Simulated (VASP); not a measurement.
Here is a VASP 6.6.1 calculation.

Contents of INCAR:

```
SYSTEM = SnSe
  PREC = Accurate
  ENCUT = 520
  EDIFF = 1E-6
  ISMEAR = 0
  SIGMA = 0.01
  LREAL = .False.
  LASPH = .True.
  NELM = 100
  ALGO = Normal
  ISIF = 2
  LWAVE = .False.
  LCHARG = .False.
  GGA = PE
  NBANDS = 17
```

Contents of KPOINTS:

```
Automatic mesh
0
Gamma
  10 10 10
  0 0 0
```

The input POSCAR:

```
SnSe
1.0
    0.0000000000      3.2493863282      3.2493863282
    3.2493863282      0.0000000000      3.2493863282
    3.2493863282      3.2493863282      0.0000000000
Sn Se
1 1
Direct
    0.0000000000      0.0000000000      0.0000000000
    0.2500000000      0.2500000000      0.2500000000
```

Potentials or basis: VASP PAW PBE potentials, release 64 (Sn_d, Se).

Command:

```sh
$ cat potpaw_PBE.64/Sn_d/POTCAR potpaw_PBE.64/Se/POTCAR > POTCAR
$ mpirun -np 1 vasp_std > vasp.out
```

(1) Predict the pressure.

(2) Estimate the band gap on the k mesh.

Results:

(1) 4.9 GPa.

(2) zero (band 10 reaches 4.04 eV, above the bottom of band 11 at 3.71 eV).

Caveat: spin-orbit coupling is left out, which moves the levels of the heavy elements.
